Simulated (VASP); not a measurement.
A run of VASP 6.6.1:

File INCAR:

```
PREC = Accurate
ENCUT = 520
EDIFF = 1E-6
ISMEAR = -1
SIGMA = 0.05
LREAL = False
LASPH = True
NELM = 100
ALGO = Normal
ISIF = 2
LWAVE = False
LCHARG = True
LELF = True
LVHAR = True
NBANDS = 14
```

File KPOINTS:

```
regular mesh
0
Gamma
  10 10 10
```

File POSCAR:

```
HfC
1.0
    0.0000000000      2.3250000000      2.3250000000
    2.3250000000      0.0000000000      2.3250000000
    2.3250000000      2.3250000000      0.0000000000
Hf C
1 1
Direct
    0.5000000000      0.5000000000      0.5000000000
    0.0000000000      0.0000000000      0.0000000000
```

Potentials or basis: VASP PAW LDA potentials, release 64 (Hf_pv, C).

The run is started by

```bash
$ cat potpaw_LDA.64/Hf_pv/POTCAR potpaw_LDA.64/C/POTCAR > POTCAR
$ mpirun -np 1 vasp_std > vasp.out
```

Hardware: 1 thread of Intel(R) Xeon(R) Platinum 8259CL CPU @ 2.50GHz (Skylake/Cascade Lake) (shared host).

**Question.** How long does it take, and how much memory?

**Answer.** Wall time 8.3 s on 1 thread of Intel(R) Xeon(R) Platinum 8259CL CPU @ 2.50GHz (Skylake/Cascade Lake), on a shared host, peak memory 0.13 GiB. Counts: scf iterations 12, k points 47.
